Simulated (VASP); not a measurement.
# AlSi23HO48 (a cell with a defect) in VASP: a series of runs

AlSi23HO48 (a cell with a defect) is run at these levels: PBE; tasks: single point.

Program: VASP 6.6.1. These are calculated values, not measurements. Logs are shortened: lines on timing, memory, paths and dates and some standing lists are left out, and cuts for length are marked.

### Step 1. The cell of the first run

The cell holds a defect, 73 atoms: a = 9.832 Å, b = 9.832 Å, c = 10.818 Å, α = 90.00°, β = 90.00°, γ = 120.00°.

### Step 2. Single point, PBE

Input file INCAR:

```
SYSTEM = AlSi23HO48
PREC = Accurate
ENCUT = 520
EDIFF = 1E-6
ISMEAR = 0
SIGMA = 0.02
LREAL = Auto
LASPH = .TRUE.
NELM = 60
ALGO = Normal
ISIF = 2
LWAVE = .FALSE.
LCHARG = .TRUE.
GGA = PE
LELF = .TRUE.
LVHAR = .TRUE.
NBANDS = 234
```

Input file KPOINTS:

```
Automatic mesh
0
G
  1 1 1
  0 0 0
```

Input file POSCAR:

```
AlSi23HO48
1.0
    9.8316000000      0.0000000000      0.0000000000
   -4.9158000000      8.5144150000      0.0000000000
    0.0000000000      0.0000000000     10.8182000000
Si O Al H
23 48 1 1
Direct
    0.2665240000      0.0059135000      0.1655480000
    0.0047801000      0.2668430000      0.3336890000
    0.2385990000      0.2405240000      0.9993619200
    0.2643930000      0.9914680000      0.6636310000
    0.9894460000      0.2647620000      0.8359160000
    0.2293890000      0.2223500000      0.5039390000
    0.2727950000      0.5039720000      0.1701260000
    0.0007480400      0.7714690000      0.3320030000
    0.2399190000      0.7394080000      0.0036103000
    0.0005861100      0.7613600000      0.8352580000
    0.2367220000      0.7327650000      0.4952940000
    0.7737470000      0.0013135000      0.1675400000
    0.4994380000      0.2689920000      0.3361520000
    0.7231280000      0.2276360000      0.0052600000
    0.7672260000      0.0003560100      0.6682640000
    0.4965340000      0.2621350000      0.8323230000
    0.7339230000      0.2294280000      0.4977480000
    0.7650270000      0.5009460000      0.1701520000
    0.5060110000      0.7694440000      0.3373120000
    0.7350110000      0.7342260000      0.0017393000
    0.7695000000      0.4946490000      0.6683140000
    0.5049940000      0.7715690000      0.8364450000
    0.7366290000      0.7353900000      0.5035120000
    0.0669300000      0.1970330000      0.4418620000
    0.3005170000      0.3678670000      0.1107810000
    0.1415150000      0.4331920000      0.2788680000
    0.2055230000      0.0726220000      0.0529050000
    0.3638220000      0.2956960000      0.3956590000
    0.4304760000      0.1432870000      0.2228400000
    0.0774410000      0.2214290000      0.9403120000
    0.2816500000      0.3345550000      0.6226230000
    0.1127490000      0.4436080000      0.7736440000
    0.2025460000      0.0517640000      0.5480320000
    0.3666400000      0.3006510000      0.8886370000
    0.4259760000      0.1307370000      0.7237120000
    0.0744250000      0.7148220000      0.4404160000
    0.2990230000      0.8705150000      0.1122040000
    0.1321980000      0.9367910000      0.2719290000
    0.2122820000      0.5747800000      0.0606630000
    0.3722160000      0.8059320000      0.3878360000
    0.4380460000      0.6385040000      0.2276310000
    0.0725450000      0.7073100000      0.9477570000
    0.2961460000      0.8548910000      0.6125940000
    0.1305640000      0.9238230000      0.7720150000
    0.2046780000      0.5650810000      0.5413850000
    0.3666500000      0.8003610000      0.8916470000
    0.4446260000      0.6419540000      0.7304500000
    0.5694620000      0.2032300000      0.4422660000
    0.7877240000      0.3607110000      0.1128000000
    0.6375250000      0.4354250000      0.2820770000
    0.7013660000      0.0652280000      0.0614060000
    0.8647800000      0.2916250000      0.3887050000
    0.9390500000      0.1430300000      0.2186820000
    0.5593170000      0.1980150000      0.9456520000
    0.7972430000      0.3592890000      0.6087090000
    0.6382200000      0.4247080000      0.7766210000
    0.7041580000      0.0647460000      0.5563510000
    0.8528310000      0.2900690000      0.8935630000
    0.9329220000      0.1411050000      0.7233450000
    0.5690300000      0.7046840000      0.4500810000
    0.8090660000      0.8707120000      0.1071580000
    0.6493380000      0.9307470000      0.2810300000
    0.7023520000      0.5687240000      0.0603190000
    0.8621690000      0.7960110000      0.3902950000
    0.9317650000      0.6379980000      0.2237340000
    0.5714880000      0.7153310000      0.9525590000
    0.7999120000      0.8658140000      0.6135890000
    0.6435860000      0.9394650000      0.7823920000
    0.7160940000      0.5738100000      0.5617710000
    0.8581930000      0.7836980000      0.8863920000
    0.9385760000      0.6183740000      0.7325650000
    0.2790850000      0.5026830000      0.6579390000
    0.0694594000      0.4906144600      0.7615970800
```

Potentials or basis: VASP PAW PBE potentials, release 64 (Si, O, Al, H).

Run with:

```bash
$ cat potpaw_PBE.64/Si/POTCAR potpaw_PBE.64/O/POTCAR potpaw_PBE.64/Al/POTCAR potpaw_PBE.64/H/POTCAR > POTCAR
$ mpirun -np 1 vasp_gam > vasp.out
```

OUTCAR:

```text
SYSTEM = AlSi23HO48
   PREC = Accurate
   ENCUT = 520
   EDIFF = 1E-6
   ISMEAR = 0
   LREAL = Auto
   LASPH = .TRUE.
   NELM = 60
   ISIF = 2
   GGA = PE

 ion  position               nearest neighbor table
   1  0.267  0.006  0.166-  29 1.62  37 1.62  38 1.62  27 1.63   3 3.04   9 3.05   8 3.06  13 3.07

   2  0.005  0.267  0.334-  24 1.62  26 1.62  52 1.63  53 1.63  12 3.05   7 3.06  17 3.07   6 3.07

   3  0.239  0.241  0.999-  34 1.62  25 1.62  27 1.62  30 1.63  16 3.03   1 3.04   7 3.06   5 3.13

   4  0.264  0.991  0.664-  43 1.62  33 1.63  35 1.63  44 1.64   6 3.01  11 3.03  10 3.07  16 3.09

   5  0.989  0.265  0.836-  30 1.60  58 1.61  59 1.61  32 1.70  15 3.02  14 3.06   3 3.13
   6  0.229  0.222  0.504-  31 1.60  24 1.63  33 1.63  28 1.64   4 3.01  72 3.04  13 3.06   2 3.07

   7  0.273  0.504  0.170-  41 1.62  26 1.62  25 1.63  39 1.63  19 3.06   3 3.06   2 3.06   9 3.07

   8  0.001  0.771  0.332-  36 1.62  38 1.62  64 1.63  65 1.63  18 3.06   1 3.06  23 3.06  11 3.09
[... 31 lines left out ...]
  24  0.067  0.197  0.442-   2 1.62   6 1.63
  25  0.301  0.368  0.111-   3 1.62   7 1.63
  26  0.142  0.433  0.279-   2 1.62   7 1.62
  27  0.206  0.073  0.053-   3 1.62   1 1.63
  28  0.364  0.296  0.396-  13 1.62   6 1.64
  29  0.430  0.143  0.223-   1 1.62  13 1.63
  30  0.077  0.221  0.940-   5 1.60   3 1.63
  31  0.282  0.335  0.623-   6 1.60  72 1.71
  32  0.113  0.444  0.774-  73 0.78   5 1.70  72 1.90
  33  0.203  0.052  0.548-   4 1.63   6 1.63
  34  0.367  0.301  0.889-   3 1.62  16 1.62
  35  0.426  0.131  0.724-  16 1.62   4 1.63
  36  0.074  0.715  0.440-   8 1.62  11 1.63
  37  0.299  0.871  0.112-   9 1.62   1 1.62
  38  0.132  0.937  0.272-   1 1.62   8 1.62
[... 31 lines left out ...]
  70  0.858  0.784  0.886-  10 1.62  20 1.63
  71  0.939  0.618  0.733-  21 1.64  10 1.65
  72  0.279  0.503  0.658-  47 1.71  31 1.71  45 1.72  32 1.90   6 3.04  11 3.05  22 3.13
  73  0.069  0.491  0.762-  32 0.78

  LATTYP: Found a hexagonal cell.
 ALAT       =     9.8316000000
 C/A-ratio  =     1.1003498922

  Lattice vectors:

 A1 = (   9.8316000000,   0.0000000000,   0.0000000000)
 A2 = (  -4.9158000000,   8.5144150000,   0.0000000000)
 A3 = (   0.0000000000,   0.0000000000,  10.8182000000)

Analysis of symmetry for initial positions (statically):
=====================================================================
 Subroutine PRICEL returns:
 Original cell was already a primitive cell.

[... 242 lines left out ...]
   NSW    =      0    number of steps for IOM
   IBRION =     -1    ionic relax: 0-MD 1-quasi-New 2-CG
   NFREE  =      0    steps in history (QN), initial steepest desc. (CG)
   ISIF   =      2    stress and relaxation
   ISYM   =      2    0-nonsym 1-usesym 2-fastsym
   POTIM  = 0.5000    time-step for ionic-motion
   TEBEG  =    0.0;   TEEND  =   0.0 temperature during run
   PSTRESS=    0.0 pullay stress
   NELECT =     384.0000    total number of electrons
   NUPDOWN=      -1.0000    fix difference up-down
   EMIN   =  10.00;   EMAX   =-10.00  energy-range for DOS
   EFERMI =   0.00;   METHOD = LEGACY
   ISMEAR =     0;   SIGMA  =   0.02  broadening in eV -4-tet -1-fermi 0-gaus
   EFERMI_NEDOS =   21; number of points for ismear=-14 and -15
   IALGO  =     38    algorithm
   IMIX   =      4    mixing-type and parameters
     AMIX     =   0.40;   BMIX     =  1.00
     AMIX_MAG =   1.60;   BMIX_MAG =  1.00
  volume/ion in A,a.u.               =      12.41        83.72
  Fermi-wavevector in a.u.,A,eV,Ry     =   1.229912  2.324196 20.581296  1.512683
  Thomas-Fermi vector in A             =   2.364781
   LORBIT       =      0    0 simple, 1 ext, 2 COOP (PROOUT), +10 PAW based schemes
   GGA     = PE    functional components
   LHFCALC =     F    Hartree Fock is set to
   AEXX    =    0.0000 exact exchange contribution
   IVDW    =     0    specifies the selected vdW correction
   LEPSILON=     F    determine dielectric tensor
   LRPA    =     F    only Hartree local field effects (RPA)
 non-spin polarized calculation
 Gauss-broadening in eV      SIGMA  =   0.02
  energy-cutoff  :      520.00
  volume of cell :      905.60
 maximum number of plane-waves:     12195
 NGX is ok and might be reduce to    80
   NGX = 37   NGY = 37   NGZ = 41

 number of electron     383.9999997 magnetization

 Free energy of the ion-electron system (eV)
  ---------------------------------------------------
  ext. energy  EPLUGINS =         0.00000000
  ---------------------------------------------------
  free energy    TOTEN  =      -568.60663419 eV

  energy without entropy =     -568.60663419  energy(sigma->0) =     -568.60663419

 E-fermi :   1.4402     XC(G=0):  -9.2633

 val. band max:        1.3387187855   @ k =   0.0000   0.0000   0.0000
 cond. band min:       6.9172106696   @ k =   0.0000   0.0000   0.0000
 fundamental gap:      5.5784918841
 Fermi energy:         1.4401535316

 k-point     1 :       0.0000    0.0000    0.0000
  band No.  band energies     occupation
      1     -20.2379      2.00000
      2     -18.1865      2.00000
      3     -17.8136      2.00000
      4     -17.7786      2.00000
      5     -17.7311      2.00000
      6     -17.7184      2.00000
[... 196 lines left out ...]
    203       9.9309      0.00000
    204       9.9600      0.00000
 [bands above 204 left out]

------------------------ aborting loop because EDIFF is reached ----------------------------------------

  FORCE on cell =-STRESS in cart. coord.  units (eV):
  Direction    XX          YY          ZZ          XY          YZ          ZX
  --------------------------------------------------------------------------------------
  -------------------------------------------------------------------------------------
  Total       25.7105816     21.5269861     17.0994324     -6.6538779     -0.7989068      1.9178105
  in kB       45.4871223     38.0855114     30.2522900    -11.7720307     -1.4134247      3.3929874
  external PRESSURE =      37.9416412 kB  Pullay stress =       0.0000000 kB

 VOLUME and BASIS-vectors are now :
 -----------------------------------------------------------------------------
  energy-cutoff  :      520.00
  volume of cell :      905.60
      direct lattice vectors                 reciprocal lattice vectors
     9.831600000  0.000000000  0.000000000     0.101712844  0.058723941  0.000000000
    -4.915800000  8.514415000  0.000000000     0.000000000  0.117447881  0.000000000
     0.000000000  0.000000000 10.818200000     0.000000000  0.000000000  0.092436819

 POSITION                                       TOTAL-FORCE (eV/Angst)
 -----------------------------------------------------------------------------------
      2.59129      0.05035      1.79093         0.010974     -0.007690     -0.000893
     -1.26475      2.27201      3.60991        -0.022740      0.016720     -0.002198
      1.16344      2.04792     10.81130         0.032076     -0.014384      0.013958
     -2.27445      8.44177      7.17929        -0.012080     -0.025660      0.050492
      8.42632      2.25429      9.04311         0.082629     -0.381296      0.183713
      1.16223      1.89318      5.45171         0.008841     -0.050691     -0.054988
[... 65 lines left out ...]
      0.27276      4.28005      7.11772         0.229050      0.026838     -0.125871
     -1.72887      4.17730      8.23911       -17.543363     10.942795     -3.455462
 -----------------------------------------------------------------------------------
    total drift:                                0.008107      0.012531      0.004287

  FREE ENERGIE OF THE ION-ELECTRON SYSTEM (eV)
  ---------------------------------------------------
  free  energy   TOTEN  =      -568.6066341874 eV

  energy  without entropy=     -568.6066341874  energy(sigma->0) =     -568.60663419
```

Run time: 7 min. Hardware: 1 thread of Intel Xeon Platinum 8259CL at 2.50GHz (Skylake/Cascade Lake), shared host; peak memory 0.98 GiB.

Results:

| Item | Value |
| --- | --- |
| Free energy | -568.6066 eV |
| Pressure | 3.8 GPa |
| Largest force | 20.963 eV/Å |
| Band gap on the k mesh | 5.58 eV |

Forces in eV/Å, atoms in the order of the input:
```
Si    0.011  -0.008  -0.001
Si   -0.023   0.017  -0.002
Si    0.032  -0.014   0.014
Si   -0.012  -0.026   0.050
Si    0.083  -0.381   0.184
Si    0.009  -0.051  -0.055
Si    0.020   0.004   0.011
Si   -0.009   0.002   0.009
Si   -0.085   0.014  -0.002
Si    0.013  -0.226  -0.203
Si   -0.068   0.061   0.010
Si    0.019  -0.016   0.005
Si    0.015   0.009   0.007
Si   -0.052  -0.009   0.041
Si   -0.002  -0.052  -0.047
Si    0.015   0.048  -0.043
Si   -0.028   0.029   0.029
Si    0.006   0.011  -0.004
Si    0.014   0.010   0.005
Si    0.047  -0.007  -0.046
Si    0.196   0.202   0.132
Si    0.006   0.055   0.059
Si    0.032  -0.063   0.031
O     0.010   0.014   0.012
O    -0.020  -0.005  -0.012
O     0.007  -0.007  -0.003
O     0.002   0.014   0.004
O    -0.022  -0.009   0.018
O    -0.008   0.008   0.001
O    -0.035   0.056  -0.056
O    -0.051   0.056   0.063
O    17.368 -10.779   3.398
O    -0.006   0.026  -0.011
O    -0.029  -0.009   0.016
O    -0.016  -0.003   0.003
O     0.021   0.012  -0.010
O     0.000   0.000  -0.002
O     0.012  -0.003  -0.010
O     0.016  -0.011  -0.003
O    -0.008  -0.016   0.013
O    -0.014   0.006   0.004
O     0.062   0.025   0.058
O     0.017  -0.018  -0.029
O     0.037   0.066  -0.020
O     0.049  -0.102   0.104
O     0.025  -0.024  -0.012
O    -0.054  -0.071  -0.036
O    -0.007   0.008  -0.013
O     0.000  -0.013  -0.014
O     0.006  -0.009  -0.009
O     0.013   0.013  -0.008
O     0.017  -0.016  -0.007
O    -0.002   0.013   0.003
O     0.015   0.005  -0.001
O     0.012  -0.081  -0.053
O    -0.039  -0.068   0.020
O     0.021  -0.004   0.015
O     0.108   0.050  -0.075
O     0.011   0.105   0.028
O    -0.022   0.012  -0.011
O    -0.019   0.009   0.005
O     0.001  -0.008  -0.008
O     0.006  -0.003   0.013
O     0.000  -0.003  -0.003
O    -0.006   0.003   0.007
O    -0.030   0.010  -0.019
O    -0.025   0.024   0.008
O     0.006  -0.003   0.003
O    -0.045   0.019  -0.049
O    -0.059   0.018   0.072
O    -0.252   0.115   0.008
Al    0.229   0.027  -0.126
H   -17.543  10.943  -3.455
```

Caveat: the k points lie up to 0.74 Å⁻¹ apart.

### Step 3. Single point, PBE

Input file INCAR:

```
SYSTEM = AlSi23HO48
PREC     = Accurate       ! precision mode
ENCUT    = 520            ! plane-wave cutoff, eV
EDIFF    = 1E-7           ! SCF threshold, eV
ISMEAR   = 0              ! smearing method
SIGMA    = 0.02           ! smearing width, eV
LREAL    = Auto         
LASPH    = .True.         ! aspherical terms in the spheres
NELM     = 80             ! most SCF steps
ALGO     = Normal         ! electronic algorithm
ISIF     = 2              ! what is computed and relaxed
LWAVE    = .False.        ! write WAVECAR
LCHARG   = .True.         ! write CHGCAR
GGA      = PE             ! functional
LELF     = .True.         ! ELF
LVHAR    = .True.       
NBANDS   = 234            ! bands
```

Input file KPOINTS:

```
regular mesh
0
Gamma
  1 1 1
  0 0 0
```

Changes to POSCAR since step 2:

```diff
@@ -80,2 +80,2 @@
     0.2790850000      0.5026830000      0.6579390000
-    0.0694594000      0.4906144600      0.7615970800
+    0.0661294300      0.4942303400      0.7606703900
```

Potentials or basis: VASP PAW PBE potentials, release 64 (Si, O, Al, H).

Run with:

```bash
$ cat potpaw_PBE.64/Si/POTCAR potpaw_PBE.64/O/POTCAR potpaw_PBE.64/Al/POTCAR potpaw_PBE.64/H/POTCAR > POTCAR
$ mpirun -np 1 vasp_gam > vasp.out
```

It took 8.1 min on 1 thread of Intel Xeon Platinum 8259CL at 2.50GHz (Skylake/Cascade Lake), shared host; peak memory 0.98 GiB.

It converged, with:

* Free energy: -569.5590 eV
* Pressure: 3.4 GPa
* Largest force: 11.474 eV/Å
* Band gap on the k mesh: 5.57 eV

Forces on the atoms (eV/Å):
```
Si   0.011 -0.005 -0.002
Si  -0.019  0.017 -0.002
Si   0.019 -0.011  0.008
Si  -0.008 -0.016  0.042
Si   0.065 -0.280  0.136
Si   0.004 -0.043 -0.049
Si   0.018  0.002  0.008
Si  -0.009  0.004  0.007
Si  -0.066  0.009  0.001
Si   0.005 -0.173 -0.158
Si  -0.056  0.052  0.004
Si   0.017 -0.012  0.003
Si   0.012  0.009  0.005
Si  -0.040 -0.009  0.030
Si   0.005 -0.038 -0.036
Si   0.009  0.041 -0.034
Si  -0.023  0.019  0.022
Si   0.007  0.007 -0.004
Si   0.013  0.009  0.003
Si   0.036 -0.008 -0.038
Si   0.149  0.159  0.103
Si   0.003  0.048  0.051
Si   0.023 -0.053  0.026
O    0.010  0.013  0.010
O   -0.018 -0.004 -0.010
O    0.006 -0.007 -0.002
O    0.005  0.010  0.005
O   -0.020 -0.010  0.016
O   -0.007  0.008  0.002
O   -0.022  0.044 -0.042
O   -0.040  0.049  0.055
O    9.478 -5.895  1.837
O   -0.004  0.021 -0.009
O   -0.022 -0.009  0.014
O   -0.016 -0.003  0.003
O    0.018  0.011 -0.008
O   -0.002 -0.001 -0.003
O    0.012 -0.004 -0.009
O    0.014 -0.007  0.000
O   -0.009 -0.013  0.012
O   -0.012  0.007  0.005
O    0.049  0.021  0.043
O    0.013 -0.018 -0.025
O    0.032  0.051 -0.019
O    0.043 -0.087  0.085
O    0.020 -0.021 -0.009
O   -0.044 -0.062 -0.036
O   -0.005  0.010 -0.011
O   -0.003 -0.009 -0.011
O    0.006 -0.008 -0.009
O    0.013  0.010 -0.005
O    0.014 -0.015 -0.004
O   -0.003  0.012  0.003
O    0.011  0.006 -0.003
O    0.009 -0.064 -0.043
O   -0.027 -0.054  0.014
O    0.017 -0.001  0.012
O    0.076  0.035 -0.052
O    0.005  0.076  0.018
O   -0.019  0.011 -0.010
O   -0.016  0.006  0.003
O    0.001 -0.009 -0.007
O    0.007 -0.002  0.010
O    0.000 -0.004 -0.002
O   -0.006  0.003  0.007
O   -0.025  0.010 -0.017
O   -0.021  0.016  0.005
O    0.004 -0.004  0.003
O   -0.034  0.017 -0.037
O   -0.046  0.012  0.058
O   -0.201  0.093  0.008
Al   0.172  0.017 -0.089
H   -9.588  6.014 -1.885
```

Stress tensor (GPa, compression positive):
```
 3.71 -0.65  0.18
-0.65  3.49 -0.03
 0.18 -0.03  3.00
```

Levels at points of the mesh, in eV from the valence-band top:
```csv
k point,band 190,band 191,band 192,band 193,band 194,band 195
"(0.00, 0.00, 0.00)",-0.12,-0.07,0.00,5.57,7.48,7.55
```

Caveat: the k points lie up to 0.74 Å⁻¹ apart.
